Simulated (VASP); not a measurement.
# Mo (C2/m) in VASP: notebook, part 2 of 2

VASP 6.6.1.

**3. Electric field gradients, LDA (shortest bond scaled by 0.7)**

The input, INCAR:

```
  ALGO = Normal
  EDIFF = 1E-8
  ENCUT = 520
  ISIF = 2
  ISMEAR = -1
  LASPH = T
  LCHARG = F
  LEFG = T
  LREAL = F
  LWAVE = F
  NBANDS = 21
  NELM = 80
  PREC = Accurate
  SIGMA = 0.05
```

The input, KPOINTS:

```
k-points
0
Gamma
  12 12 7
```

The input, POSCAR:

```
Mo
1.0
    2.8252342238      0.0000000000      0.0000000000
   -1.4126171119      2.4467246095      0.0000000000
    0.0000000000      0.0000000000      4.5768794426
Mo
2
Direct
    0.2333333333      0.6166666667      0.1750000000
    0.7666666667      0.3833333333      0.8250000000
```

Potentials or basis: VASP PAW LDA potentials, release 64 (Mo_sv).

Started as:

```sh
$ cat potpaw_LDA.64/Mo_sv/POTCAR > POTCAR
$ mpirun -np 1 vasp_std > vasp.out
```

OUTCAR:

```text
EDIFF = 1E-8
   ENCUT = 520
   ISIF = 2
   ISMEAR = -1
   LASPH = T
   LREAL = F
   NELM = 80
   PREC = Accurate

 ion  position               nearest neighbor table
   1  0.233  0.617  0.175-   2 1.97   2 2.50   2 2.50   2 3.19   2 3.44   2 3.44
   2  0.767  0.383  0.825-   1 1.97   1 2.50   1 2.50   1 3.19   1 3.44   1 3.44

  LATTYP: Found a hexagonal cell.
 ALAT       =     2.8252342238
 C/A-ratio  =     1.6200000000

  Lattice vectors:

 A1 = (   2.8252342238,   0.0000000000,   0.0000000000)
 A2 = (  -1.4126171119,   2.4467246095,   0.0000000000)
 A3 = (   0.0000000000,   0.0000000000,   4.5768794426)

Analysis of symmetry for initial positions (statically):
=====================================================================
 Subroutine PRICEL returns:
 Original cell was already a primitive cell.

 Routine SETGRP: Setting up the symmetry group for a
 hexagonal supercell.

 Subroutine GETGRP returns: Found  4 space group operations
 (whereof  4 operations were pure point group operations)
 out of a pool of 24 trial point group operations.

The static configuration has the point symmetry C_2h.

Analysis of symmetry for dynamics (positions and initial velocities):
=====================================================================
 Subroutine PRICEL returns:
 Original cell was already a primitive cell.

 Routine SETGRP: Setting up the symmetry group for a
 hexagonal supercell.

 Subroutine GETGRP returns: Found  4 space group operations
 (whereof  4 operations were pure point group operations)
 out of a pool of 24 trial point group operations.

The dynamic configuration has the point symmetry C_2h.

 Subroutine INISYM returns: Found  4 space group operations
 (whereof  4 operations are pure point group operations),
 and found     1 'primitive' translations

----------------------------------------------------------------------------------------

                                     Primitive cell

  volume of cell :      31.6380

  direct lattice vectors                    reciprocal lattice vectors
     2.825234224  0.000000000  0.000000000     0.353952954  0.204354833  0.000000000
    -1.412617112  2.446724609  0.000000000     0.000000000  0.408709667  0.000000000
     0.000000000  0.000000000  4.576879443     0.000000000  0.000000000  0.218489478

  length of vectors
     2.825234224  2.825234224  4.576879443     0.408709667  0.408709667  0.218489478

  position of ions in fractional coordinates (direct lattice)
     0.233333333  0.616666667  0.175000000
     0.766666667  0.383333333  0.825000000

  ion indices of the primitive-cell ions
   primitive index   ion index
                 1           1
                 2           2

----------------------------------------------------------------------------------------

 KPOINTS: k-points

Automatic generation of k-mesh.
 Grid dimensions read from file:
[... 63 lines left out ...]
   ENCUT  =  520.0 eV  38.22 Ry    6.18 a.u.   5.25  5.25  8.51*2*pi/ulx,y,z
   NELM   =     80;   NELMIN=  2; NELMDL= -5     # of ELM steps
   EDIFF  = 0.1E-07   stopping-criterion for ELM
   LREAL  =      F    real-space projection
   EDIFFG = 0.1E-06   stopping-criterion for IOM
   NSW    =      0    number of steps for IOM
   IBRION =     -1    ionic relax: 0-MD 1-quasi-New 2-CG
   NFREE  =      0    steps in history (QN), initial steepest desc. (CG)
   ISIF   =      2    stress and relaxation
   ISYM   =      2    0-nonsym 1-usesym 2-fastsym
   POTIM  = 0.5000    time-step for ionic-motion
   TEBEG  =    0.0;   TEEND  =   0.0 temperature during run
   PSTRESS=    0.0 pullay stress
   NELECT =      28.0000    total number of electrons
   NUPDOWN=      -1.0000    fix difference up-down
   EMIN   =  10.00;   EMAX   =-10.00  energy-range for DOS
   EFERMI =   0.00;   METHOD = LEGACY
   ISMEAR =    -1;   SIGMA  =   0.05  broadening in eV -4-tet -1-fermi 0-gaus
   EFERMI_NEDOS =   21; number of points for ismear=-14 and -15
   IALGO  =     38    algorithm
   IMIX   =      4    mixing-type and parameters
     AMIX     =   0.40;   BMIX     =  1.00
     AMIX_MAG =   1.60;   BMIX_MAG =  1.00
  volume/ion in A,a.u.               =      15.82       106.75
  Fermi-wavevector in a.u.,A,eV,Ry     =   1.571778  2.970229 33.612998  2.470486
  Thomas-Fermi vector in A             =   2.673311
   LORBIT       =      0    0 simple, 1 ext, 2 COOP (PROOUT), +10 PAW based schemes
   GGA     = CA    functional components
   LHFCALC =     F    Hartree Fock is set to
   AEXX    =    0.0000 exact exchange contribution
   IVDW    =     0    specifies the selected vdW correction
   LEPSILON=     F    determine dielectric tensor
   LRPA    =     F    only Hartree local field effects (RPA)
 non-spin polarized calculation
  energy-cutoff  :      520.00
  volume of cell :       31.64
 maximum number of plane-waves:       868
 NGX is ok and might be reduce to    24
   NGX = 11   NGY = 11   NGZ = 17

 number of electron      27.9999999 magnetization

 Free energy of the ion-electron system (eV)
  ---------------------------------------------------
  ext. energy  EPLUGINS =         0.00000000
  ---------------------------------------------------
  free energy    TOTEN  =       -20.56744243 eV

  energy without entropy =      -20.55097230  energy(sigma->0) =      -20.55920737

 E-fermi :  12.1381     XC(G=0): -13.1998

 val. band max:       12.1294582192   @ k =  -0.2500  -0.0833   0.4286
 cond. band min:      12.1387627416   @ k =   0.4167  -0.0000   0.0000
 fundamental gap:      0.0093045224
 Fermi energy:        12.1381360061

 k-point     1 :       0.0000    0.0000    0.0000
  band No.  band energies     occupation
      1     -49.4138      2.00000
      2     -47.6610      2.00000
      3     -25.4085      2.00000
      4     -22.6104      2.00000
      5     -22.2983      2.00000
      6     -22.2825      2.00000
[... 565 lines left out ...]
     20      21.4216      0.00000
     21      22.9324      0.00000

 [... further k-points ...]
[... 5 lines left out ...]
  --------------------------------------------------------------------------------------
  -------------------------------------------------------------------------------------
  Total       10.2873673      8.6414521     14.5844070      1.4254044      3.2242890      5.5846330
  in kB      520.9617148    437.6110601    738.5677434     72.1837844    163.2809499    282.8109363
  external PRESSURE =     565.7135061 kB  Pullay stress =       0.0000000 kB

 VOLUME and BASIS-vectors are now :
 -----------------------------------------------------------------------------
  energy-cutoff  :      520.00
  volume of cell :       31.64
      direct lattice vectors                 reciprocal lattice vectors
     2.825234224  0.000000000  0.000000000     0.353952954  0.204354833  0.000000000
    -1.412617112  2.446724609  0.000000000     0.000000000  0.408709667  0.000000000
     0.000000000  0.000000000  4.576879443     0.000000000  0.000000000  0.218489478

 POSITION                                       TOTAL-FORCE (eV/Angst)
 -----------------------------------------------------------------------------------
     -0.21189      1.50881      0.80095         3.893707      2.248033     11.291944
      1.62451      0.93791      3.77593        -3.893707     -2.248033    -11.291944
 -----------------------------------------------------------------------------------
    total drift:                               -0.000000      0.000000     -0.000000

  FREE ENERGIE OF THE ION-ELECTRON SYSTEM (eV)
  ---------------------------------------------------
  free  energy   TOTEN  =       -20.5674424340 eV

  energy  without entropy=      -20.5509722978  energy(sigma->0) =      -20.55920737

 Electric field gradients (V/A^2)
---------------------------------------------------------------------
 ion       V_xx      V_yy      V_zz      V_xy      V_xz      V_yz
---------------------------------------------------------------------
   1     -37.171   -94.835   132.006    49.939    79.270    45.766
   2     -37.171   -94.835   132.006    49.939    79.270    45.766
---------------------------------------------------------------------

 Electric field gradients after diagonalization (V/A^2)
 (convention: |V_zz| > |V_xx| > |V_yy|)
----------------------------------------------------------------------
 ion       V_xx      V_yy      V_zz     asymmetry (V_yy - V_xx)/ V_zz
----------------------------------------------------------------------
   1    -123.668   -53.502   177.170       0.396
   2    -123.668   -53.502   177.170       0.396
----------------------------------------------------------------------

           NMR quadrupolar parameters

 Cq : quadrupolar parameter    Cq=e*Q*V_zz/h
 eta: asymmetry parameters     (V_yy - V_xx)/ V_zz
 Q  : nuclear electric quadrupole moment in mb (millibarn)
----------------------------------------------------------------------
 ion       Cq(MHz)       eta       Q (mb)
----------------------------------------------------------------------
   1       0.428       0.396       1.000
   2       0.428       0.396       1.000
----------------------------------------------------------------------
```

OSZICAR:

```text
N       E                     dE             d eps       ncg     rms          rms(c)
DAV:   1     0.328996167675E+03    0.32900E+03   -0.17815E+04 11634   0.141E+03
DAV:   2    -0.142574544866E+02   -0.34325E+03   -0.33394E+03 12710   0.465E+02
DAV:   3    -0.216542257594E+02   -0.73968E+01   -0.73171E+01 13166   0.743E+01
DAV:   4    -0.216908197558E+02   -0.36594E-01   -0.36581E-01 12459   0.540E+00
DAV:   5    -0.216911035325E+02   -0.28378E-03   -0.28378E-03 13324   0.455E-01    0.433E+01
DAV:   6    -0.207119992964E+02    0.97910E+00   -0.21267E+00 12574   0.129E+01    0.202E+01
DAV:   7    -0.205733509848E+02    0.13865E+00   -0.62842E-01 13094   0.682E+00    0.186E+00
DAV:   8    -0.205679750951E+02    0.53759E-02   -0.19338E-02 12089   0.163E+00    0.732E-01
DAV:   9    -0.205674294028E+02    0.54569E-03   -0.29196E-03 13194   0.585E-01    0.102E-01
DAV:  10    -0.205674424924E+02   -0.13090E-04   -0.10189E-04 12504   0.114E-01    0.425E-02
DAV:  11    -0.205674425157E+02   -0.23301E-07   -0.39989E-06 13049   0.187E-02    0.513E-03
DAV:  12    -0.205674424393E+02    0.76454E-07   -0.70775E-07 12409   0.843E-03    0.145E-03
DAV:  13    -0.205674424340E+02    0.52464E-08   -0.30846E-08 11994   0.245E-03
   1 F= -.20567442E+02 E0= -.20559207E+02  d E =-.164701E-01
```

stdout:

```text
POSCAR found type information on POSCAR Mo
 POSCAR found :  1 types and       2 ions
 scaLAPACK will be used
 LDA part: xc-table for (Slater(with rela. corr.)+CA(PZ))
 , standard interpolation
 POSCAR, INCAR and KPOINTS ok, starting setup
 FFT: planning ... GRIDC
 FFT: planning ... GRID_SOFT
 FFT: planning ... GRID
 WAVECAR not read
 entering main loop
ion   1
     0.0000532    -1.3470918     2.5476292     2.8281032     4.4126232    -0.7777438
     0.0000733    -1.3470918     2.5476292     2.8281032     4.4126232    -0.7777438
     0.0001009    -1.3470918     2.5476292     2.8281032     4.4126233    -0.7777438
     0.0001390    -1.3470917     2.5476292     2.8281033     4.4126233    -0.7777437

     0.0000532   -44.1095728   -39.1391303  -101.1007304   -67.7909623   -25.4666740
     0.0000733   -44.1074528   -39.1354429  -101.0932203   -67.7845755   -25.4654500
     0.0001009   -44.1040273   -39.1294729  -101.0810927   -67.7742351   -25.4634723
     0.0001390   -44.0985156   -39.1198475  -101.0615917   -67.7575634   -25.4602901

ion   2
     0.0000532    -1.3470918     2.5476292     2.8281032     4.4126232    -0.7777438
     0.0000733    -1.3470918     2.5476292     2.8281032     4.4126232    -0.7777438
     0.0001009    -1.3470918     2.5476292     2.8281032     4.4126233    -0.7777438
     0.0001390    -1.3470917     2.5476292     2.8281033     4.4126233    -0.7777437

     0.0000532   -44.1095728   -39.1391303  -101.1007304   -67.7909623   -25.4666740
     0.0000733   -44.1074528   -39.1354429  -101.0932203   -67.7845755   -25.4654500
     0.0001009   -44.1040273   -39.1294729  -101.0810927   -67.7742351   -25.4634723
     0.0001390   -44.0985156   -39.1198475  -101.0615917   -67.7575634   -25.4602901
```

Run time: 92 s. Hardware: 1 thread of Intel Xeon 6975P-C, shared host; peak memory 0.25 GiB.

Results:

```
Free energy            : -20.5674 eV
Pressure               : 56.6 GPa
Largest force          : 12.154 eV/Å
Band gap on the k mesh : zero (band 14 reaches 13.95 eV, above the bottom of band 15 at 10.97 eV)
```

Forces on the atoms (eV/Å):
```
Mo    3.894   2.248  11.292
Mo   -3.894  -2.248 -11.292
```

Electric field gradients, principal values (V/Å²):
| atom | least | middle | greatest (by size) |
| --- | --- | --- | --- |
| 1 Mo | -53.502 | -123.668 | 177.170 |
| 2 Mo | -53.502 | -123.668 | 177.170 |

Caveat: the cell differs from its parent crystal (shortest bond scaled by 0.7); without QUAD_EFG the Cq values of the log hold for a quadrupole moment of 1 mb, not for the nuclei; forces of over 1 eV/Å act on the atoms, so gaps and moduli don't describe the material at rest.
